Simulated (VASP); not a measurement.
Input of a VASP 6.6.1 run:

POSCAR

```
SrTl2
1.0
    2.5491430000      4.4152420000      0.0000000000
   -2.5491430000      4.4152420000      0.0000000000
    0.0000000000      0.0000000000      8.2563290000
Tl Sr
4 2
Direct
    0.3333000000      0.3334000000      0.4520000000
    0.6666000000      0.6667000000      0.9520000000
    0.3333000000      0.3334000000      0.0480000000
    0.6667000000      0.6667000000      0.5480000000
    0.0000000000      0.0000000000      0.2500000000
    0.0000000000      0.0000000000      0.7500000000
```

Contents of INCAR.step1:

```
SYSTEM = SrTl2
ALGO = Normal
EDIFF = 1E-4
ENCUT = 520
GGA = PE
ISMEAR = -1
ISYM = 0
LASPH = .True.
LCHARG = .False.
LREAL = .False.
LWAVE = .True.
NBANDS = 45
NELM = 80
PREC = Accurate
SIGMA = 0.1
```

Contents of INCAR.step2:

```
SYSTEM = SrTl2
ALGO = Normal
EDIFF = 1E-6
ENCUT = 520
ISIF = 2
ISMEAR = -1
ISTART = 1
ISYM = 0
LASPH = .True.
LCHARG = .False.
LMIXTAU = .True.
LREAL = .False.
LWAVE = .False.
METAGGA = R2SCAN
NBANDS = 45
NELM = 80
PREC = Accurate
SIGMA = 0.1
```

The input KPOINTS:

```
Automatic mesh
0
Gamma
  4 4 2
  0.5 0.5 0.5
```

Potentials or basis: VASP PAW PBE potentials, release 64 (Tl_d, Sr_sv).

Run with:

```bash
$ cat potpaw_PBE.64/Tl_d/POTCAR potpaw_PBE.64/Sr_sv/POTCAR > POTCAR
$ cp INCAR.step1 INCAR
$ mpirun -np 1 vasp_std > vasp.out
$ cp INCAR.step2 INCAR
$ mpirun -np 1 vasp_std > vasp.out
```

Estimate the largest force.

0.038 eV/Å.

What does it give for the pressure?

0.7 GPa.

Stress tensor (GPa, compression positive):
```
0.47 0.00 0.00
0.00 0.47 0.00
0.00 0.00 1.02
```

Caveat: the k points lie up to 0.38 Å⁻¹ apart; the PAW data sets were made with another functional, which shifts forces and pressure a little.
